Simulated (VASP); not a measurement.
# SnO2 (P6_3/mmc) in VASP: a series of runs

The runs below take SnO2 through single point, with PBEsol.

Everything below comes from runs of VASP 6.6.1. Logs are shortened: lines on timing, memory, paths and dates and some standing lists are left out, and cuts for length are marked.

## 1. The cell of the first run

The structure is hexagonal, space group P6_3/mmc (No. 194). Conventional cell: a = 3.119 Å, b = 3.119 Å, c = 10.418 Å, α = 90.00°, β = 90.00°, γ = 120.00°. Sn (site symmetry -3m) has 6 O at 2.05 Å within 2.7 Å. O (site symmetry 3m) has 3 Sn at 2.05 Å and 3 O at 2.66 Å within 2.7 Å.

## 2. Single point, PBEsol

INCAR

```
ALGO = Normal
EDIFF = 1E-7
ENCUT = 520
GGA = PS
ISIF = 2
ISMEAR = 1
LASPH = True
LCHARG = False
LREAL = False
LWAVE = False
NBANDS = 35
NELM = 100
PREC = Accurate
SIGMA = 0.1
```

KPOINTS

```
k-points
0
Gamma
  12 12 2
```

POSCAR

```
SnO2
1.0
    3.1190906961      0.0000000000      0.0000000000
   -1.5595453481      2.7012075807      0.0000000000
    0.0000000000      0.0000000000     10.4181711340
Sn O
2 4
Direct
    0.0000000000      0.0000000000      0.5000000000
    0.0000000000      0.0000000000      0.0000000000
    0.6666666667      0.3333333333      0.4058600000
    0.6666666667      0.3333333333      0.0941400000
    0.3333333333      0.6666666667      0.5941400000
    0.3333333333      0.6666666667      0.9058600000
```

Potentials or basis: VASP PAW PBE potentials, release 64 (Sn_d, O).

The run is started by

```sh
$ cat potpaw_PBE.64/Sn_d/POTCAR potpaw_PBE.64/O/POTCAR > POTCAR
$ mpirun -np 1 vasp_std > vasp.out
```

OUTCAR:

```text
EDIFF = 1E-7
   ENCUT = 520
   GGA = PS
   ISIF = 2
   ISMEAR = 1
   LASPH = True
   LREAL = False
   NELM = 100
   PREC = Accurate

 ion  position               nearest neighbor table
   1  0.000  0.000  0.500-   5 2.05   3 2.05   5 2.05   3 2.05   3 2.05   5 2.05
   2  0.000  0.000  0.000-   6 2.05   4 2.05   6 2.05   4 2.05   4 2.05   6 2.05
   3  0.667  0.333  0.406-   1 2.05   1 2.05   1 2.05
   4  0.667  0.333  0.094-   2 2.05   2 2.05   2 2.05
   5  0.333  0.667  0.594-   1 2.05   1 2.05   1 2.05
   6  0.333  0.667  0.906-   2 2.05   2 2.05   2 2.05

  LATTYP: Found a hexagonal cell.
 ALAT       =     3.1190906961
 C/A-ratio  =     3.3401308744

  Lattice vectors:

 A1 = (   3.1190906961,   0.0000000000,   0.0000000000)
 A2 = (  -1.5595453481,   2.7012075807,   0.0000000000)
 A3 = (   0.0000000000,   0.0000000000,  10.4181711340)

Analysis of symmetry for initial positions (statically):
=====================================================================
 Subroutine PRICEL returns:
 Original cell was already a primitive cell.

 Routine SETGRP: Setting up the symmetry group for a
 hexagonal supercell.

 Subroutine GETGRP returns: Found 24 space group operations
 (whereof 12 operations were pure point group operations)
 out of a pool of 24 trial point group operations.

The static configuration has the point symmetry D_3d.
 The point group associated with its full space group is D_6h.

Analysis of symmetry for dynamics (positions and initial velocities):
=====================================================================
 Subroutine PRICEL returns:
 Original cell was already a primitive cell.

 Routine SETGRP: Setting up the symmetry group for a
 hexagonal supercell.

 Subroutine GETGRP returns: Found 24 space group operations
 (whereof 12 operations were pure point group operations)
 out of a pool of 24 trial point group operations.

The dynamic configuration has the point symmetry D_3d.
 The point group associated with its full space group is D_6h.

 Subroutine INISYM returns: Found 24 space group operations
 (whereof 12 operations are pure point group operations),
 and found     1 'primitive' translations

----------------------------------------------------------------------------------------

                                     Primitive cell

  volume of cell :      87.7763

  direct lattice vectors                    reciprocal lattice vectors
     3.119090696  0.000000000  0.000000000     0.320606259  0.185102398  0.000000000
    -1.559545348  2.701207581  0.000000000     0.000000000  0.370204795  0.000000000
     0.000000000  0.000000000 10.418171134     0.000000000  0.000000000  0.095986137

  length of vectors
     3.119090696  3.119087060 10.418171134     0.370204364  0.370204795  0.095986137

  position of ions in fractional coordinates (direct lattice)
     0.000000000  0.000000000  0.500000000
     0.000000000  0.000000000  0.000000000
     0.666666667  0.333333333  0.405860000
     0.666666667  0.333333333  0.094140000
     0.333333333  0.666666667  0.594140000
     0.333333333  0.666666667  0.905860000

  ion indices of the primitive-cell ions
   primitive index   ion index
                 1           1
                 2           2
                 3           3
                 4           4
                 5           5
                 6           6

----------------------------------------------------------------------------------------

 KPOINTS: k-points

Automatic generation of k-mesh.
 Grid dimensions read from file:
 generate k-points for:   12   12    2

 Generating k-lattice:

  Cartesian coordinates                     Fractional coordinates (reciprocal lattice)
     0.026717188  0.015425200  0.000000000     0.083333333  0.000000000  0.000000000
     0.000000000  0.030850400  0.000000000     0.000000000  0.083333333  0.000000000
     0.000000000  0.000000000  0.047993068     0.000000000  0.000000000  0.500000000

  Length of vectors
     0.030850364  0.030850400  0.047993068

  Shift w.r.t. Gamma in fractional coordinates (k-lattice)
     0.000000000  0.000000000  0.000000000

 Subroutine IBZKPT returns following result:
 ===========================================

 Found     38 irreducible k-points:

 Following reciprocal coordinates:
            Coordinates               Weight
  0.000000  0.000000  0.000000      1.000000
  0.083333 -0.000000  0.000000      6.000000
  0.166667 -0.000000  0.000000      6.000000
  0.250000 -0.000000  0.000000      6.000000
  0.333333 -0.000000  0.000000      6.000000
  0.416667 -0.000000  0.000000      6.000000
[... 16 lines left out ...]
  0.250000 -0.000000  0.500000      6.000000
  0.333333 -0.000000  0.500000      6.000000
 [... further k-points ...]
   k-points           NKPTS =     38   k-points in BZ     NKDIM =     38   number of bands    NBANDS=     35
   number of dos      NEDOS =    301   number of ions     NIONS =      6
   total plane-waves  NPLWV =  46080
   dimension x,y,z NGX =    24 NGY =   24 NGZ =   80
   dimension x,y,z NGXF=    48 NGYF=   48 NGZF=  160
   ions per type =               2   4
   NGX,Y,Z   is equivalent  to a cutoff of  12.79, 12.79, 12.77 a.u.
   NGXF,Y,Z  is equivalent  to a cutoff of  25.58, 25.58, 25.53 a.u.
 SYSTEM =  unknown system
   PREC   = accura    normal or accurate (medium, high low for compatibility)
   ISTART =      0    job   : 0-new  1-cont  2-samecut
   ICHARG =      2    charge: 1-file 2-atom 10-const
   ISPIN  =      1    spin polarized calculation?
   LNONCOLLINEAR =      F non collinear calculations
   LSORBIT =      F    spin-orbit coupling
   LASPH  =      T    aspherical Exc in radial PAW
   ENCUT  =  520.0 eV  38.22 Ry    6.18 a.u.   5.80  5.80 19.37*2*pi/ulx,y,z
   NELM   =    100;   NELMIN=  2; NELMDL= -5     # of ELM steps
   EDIFF  = 0.1E-06   stopping-criterion for ELM
   LREAL  =      F    real-space projection
   EDIFFG = 0.1E-05   stopping-criterion for IOM
   NSW    =      0    number of steps for IOM
   IBRION =     -1    ionic relax: 0-MD 1-quasi-New 2-CG
   NFREE  =      0    steps in history (QN), initial steepest desc. (CG)
   ISIF   =      2    stress and relaxation
   ISYM   =      2    0-nonsym 1-usesym 2-fastsym
   POTIM  = 0.5000    time-step for ionic-motion
   TEBEG  =    0.0;   TEEND  =   0.0 temperature during run
   PSTRESS=    0.0 pullay stress
   NELECT =      52.0000    total number of electrons
   NUPDOWN=      -1.0000    fix difference up-down
   EMIN   =  10.00;   EMAX   =-10.00  energy-range for DOS
   EFERMI =   0.00;   METHOD = LEGACY
   ISMEAR =     1;   SIGMA  =   0.10  broadening in eV -4-tet -1-fermi 0-gaus
   EFERMI_NEDOS =   21; number of points for ismear=-14 and -15
   IALGO  =     38    algorithm
   IMIX   =      4    mixing-type and parameters
     AMIX     =   0.40;   BMIX     =  1.00
     AMIX_MAG =   1.60;   BMIX_MAG =  1.00
  volume/ion in A,a.u.               =      14.63        98.72
  Fermi-wavevector in a.u.,A,eV,Ry     =   1.374939  2.598258 25.721236  1.890458
  Thomas-Fermi vector in A             =   2.500320
   LORBIT       =      0    0 simple, 1 ext, 2 COOP (PROOUT), +10 PAW based schemes
   GGA     = PS    functional components
   LHFCALC =     F    Hartree Fock is set to
   AEXX    =    0.0000 exact exchange contribution
   IVDW    =     0    specifies the selected vdW correction
   LEPSILON=     F    determine dielectric tensor
   LRPA    =     F    only Hartree local field effects (RPA)
 non-spin polarized calculation
 Methfessel and Paxton  Order N= 1 SIGMA  =   0.10
  energy-cutoff  :      520.00
  volume of cell :       87.78
 maximum number of plane-waves:      2388
 NGX is ok and might be reduce to    24
   NGX = 11   NGY = 11   NGZ = 39

 number of electron      51.9999987 magnetization

 Free energy of the ion-electron system (eV)
  ---------------------------------------------------
  ext. energy  EPLUGINS =         0.00000000
  ---------------------------------------------------
  free energy    TOTEN  =       -38.28679420 eV

  energy without entropy =      -38.28994212  energy(sigma->0) =      -38.28784351

 E-fermi :   3.0015     XC(G=0):  -9.8567

 val. band max:        2.9582232083   @ k =   0.2500   0.2500   0.0000
 cond. band min:       5.6791566650   @ k =   0.0000   0.0000   0.0000
 fundamental gap:      2.7209334567
 Fermi energy:         3.0015422290

 k-point     1 :       0.0000    0.0000    0.0000
  band No.  band energies     occupation
      1     -17.1461      2.00000
      2     -17.1419      2.00000
      3     -16.6616      2.00000
      4     -16.6616      2.00000
      5     -16.6616      2.00000
      6     -16.6616      2.00000
[... 27 lines left out ...]
     34      14.8986      0.00000
     35      14.9701      0.00000

 k-point     2 :       0.0833   -0.0000    0.0000
  band No.  band energies     occupation
      1     -17.0916      2.00000
      2     -17.0878      2.00000
      3     -16.7510      2.00000
      4     -16.7500      2.00000
      5     -16.6401      2.00000
      6     -16.6400      2.00000
[... 27 lines left out ...]
     34      14.7935      0.00000
     35      15.1318      0.00000

 k-point     3 :       0.1667   -0.0000    0.0000
  band No.  band energies     occupation
      1     -17.0755      2.00000
      2     -17.0723      2.00000
      3     -16.8544      2.00000
      4     -16.8520      2.00000
      5     -16.5852      2.00000
      6     -16.5851      2.00000
[... 27 lines left out ...]
     34      14.7014      0.00000
     35      15.5896      0.00000
[... 723 lines left out ...]
 k-point    23 :       0.2500   -0.0000    0.5000
  band No.  band energies     occupation
      1     -17.3383      2.00000
      2     -17.3383      2.00000
      3     -16.6866      2.00000
      4     -16.6866      2.00000
      5     -16.5286      2.00000
      6     -16.5286      2.00000
[... 27 lines left out ...]
     34      14.5826      0.00000
     35      16.1138      0.00000

 k-point    24 :       0.3333   -0.0000    0.5000
  band No.  band energies     occupation
      1     -17.5890      2.00000
      2     -17.5890      2.00000
      3     -16.5777      2.00000
      4     -16.5777      2.00000
      5     -16.5035      2.00000
      6     -16.5035      2.00000
[... 27 lines left out ...]
     34      14.8329      0.00000
     35      15.8627      0.00000

 [... further k-points ...]
[... 5 lines left out ...]
  --------------------------------------------------------------------------------------
  -------------------------------------------------------------------------------------
  Total        8.0909425      8.0909173      4.2608900     -0.0000000      0.0000000     -0.0000000
  in kB      147.6835917    147.6831326     77.7738239     -0.0000000      0.0000000     -0.0000000
  external PRESSURE =     124.3801827 kB  Pullay stress =       0.0000000 kB

 VOLUME and BASIS-vectors are now :
 -----------------------------------------------------------------------------
  energy-cutoff  :      520.00
  volume of cell :       87.78
      direct lattice vectors                 reciprocal lattice vectors
     3.119090696  0.000000000  0.000000000     0.320606259  0.185102398  0.000000000
    -1.559545348  2.701207581  0.000000000     0.000000000  0.370204795  0.000000000
     0.000000000  0.000000000 10.418171134     0.000000000  0.000000000  0.095986137

 POSITION                                       TOTAL-FORCE (eV/Angst)
 -----------------------------------------------------------------------------------
      0.00000      0.00000      5.20909         0.000000      0.000000      0.000000
      0.00000      0.00000      0.00000         0.000000      0.000000      0.000000
      1.55955      0.90040      4.22832         0.000000      0.000000     -0.974982
      1.55955      0.90040      0.98077        -0.000000      0.000000      0.974982
     -0.00000      1.80081      6.18985        -0.000000     -0.000000      0.974982
     -0.00000      1.80081      9.43740        -0.000000     -0.000000     -0.974982
 -----------------------------------------------------------------------------------
    total drift:                               -0.000000      0.000000      0.000000

  FREE ENERGIE OF THE ION-ELECTRON SYSTEM (eV)
  ---------------------------------------------------
  free  energy   TOTEN  =       -38.2867941980 eV

  energy  without entropy=      -38.2899421203  energy(sigma->0) =      -38.28784351
```

It took 42 s on 1 thread of Intel Xeon 6975P-C (Granite Rapids), shared host; peak memory 0.24 GiB.

Results:

* Free energy: -38.2868 eV
* Pressure: 12.4 GPa
* Largest force: 0.975 eV/Å
* Band gap on the k mesh: 2.72 eV, indirect (least direct gap 3.31 eV)

Forces on the atoms (eV/Å):
```
Sn   0.000  0.000  0.000
Sn   0.000  0.000  0.000
O    0.000  0.000 -0.975
O    0.000  0.000  0.975
O    0.000  0.000  0.975
O    0.000  0.000 -0.975
```

Stress tensor (GPa, compression positive):
```
14.77  0.00  0.00
 0.00 14.77  0.00
 0.00  0.00  7.78
```

Levels at points of the mesh, in eV from the valence-band top:
```csv
k point,band 23,band 24,band 25,band 26,band 27,band 28,band 29,band 30
"(0.00, 0.00, 0.00)",-0.87,-0.84,-0.84,-0.59,2.72,3.57,5.87,6.24
"(0.50, 0.00, 0.00)",-0.53,-0.53,-0.48,-0.09,6.02,6.21,7.38,8.09
"(0.00, 0.00, 0.50)",-0.85,-0.85,-0.85,-0.85,3.14,3.14,6.07,6.07
"(0.50, 0.00, 0.50)",-0.50,-0.50,-0.29,-0.29,6.11,6.11,7.71,7.71
```

Caveat: the PAW data sets were made with another functional, which shifts forces and pressure a little; spin-orbit coupling is left out, which moves the levels of the heavy elements. A k mesh can miss the band edges.

[end of part 1 of 2]
